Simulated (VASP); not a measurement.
Crystal: Ga3BAs4.

```
Ga B As
1.0
     3.82952    0.00000    0.00000
     0.00000    3.82952    5.41576
     0.00000   -3.82952    5.41576
Ga B As
3 1 4
Direct
  0.50000 0.00000 0.50000
  0.50000 0.50000 0.00000
  0.00000 0.50000 0.50000
  0.00000 0.00000 0.00000
  0.50000 0.12500 0.12500
  0.00000 0.12500 0.62500
  0.00000 0.62500 0.12500
  0.50000 0.62500 0.62500
```

* Program: VASP 6.6.1
* Task: relaxation of cell and atoms
* Functional: PBE
* Potentials or basis: VASP PAW PBE potentials, release 64 (Ga_d, B, As)
* Cutoff: 600 eV
* k mesh: 4 × 4 × 4
* Occupations: gaussian, width 0.1 eV
* Spin: no spin polarisation

At the start: pressure 7.1 GPa; volume 19.86 Å³/atom.

Question: Where does the relaxation end?

Answer: Over 9 steps the energy falls by 130.5 meV/atom and the volume is 21.15 Å³/atom (+6.5 %); space group Amm2 (No. 38, to 0.1 Å) before and after.

The path:
```csv
step,energy change (eV),largest force (eV/Å),pressure (GPa),volume (Å³)
1,0.0000,3.0205,7.11,158.85
2,-0.8038,0.8747,-3.54,179.97
3,-0.8151,1.0406,-2.65,177.34
4,-1.0164,0.4149,-0.90,171.61
5,-1.0399,0.1824,0.12,169.01
6,-1.0399,0.1807,0.03,169.17
7,-1.0437,0.0810,-0.01,169.24
8,-1.0437,0.0762,-0.01,169.25
9,-1.0441,0.0233,0.00,169.21
```

Final structure:
```cif
data_structure
_symmetry_space_group_name_H-M 'P 1'
_symmetry_Int_Tables_number 1
_cell_length_a 3.9281
_cell_length_b 6.7608
_cell_length_c 6.7608
_cell_angle_alpha 70.468
_cell_angle_beta 90.000
_cell_angle_gamma 90.000
_cell_volume 169.21
loop_
_atom_site_label
_atom_site_type_symbol
_atom_site_fract_x
_atom_site_fract_y
_atom_site_fract_z
_atom_site_occupancy
Ga1 Ga 0.50000 0.00127 0.50063 1
Ga2 Ga 0.50000 0.50063 0.00127 1
Ga3 Ga 0.00000 0.49944 0.49944 1
B1 B 0.00000 0.99664 0.99664 1
As1 As 0.50000 0.10621 0.10621 1
As2 As 0.00000 0.11305 0.65812 1
As3 As 0.00000 0.65812 0.11305 1
As4 As 0.50000 0.62465 0.62465 1
```
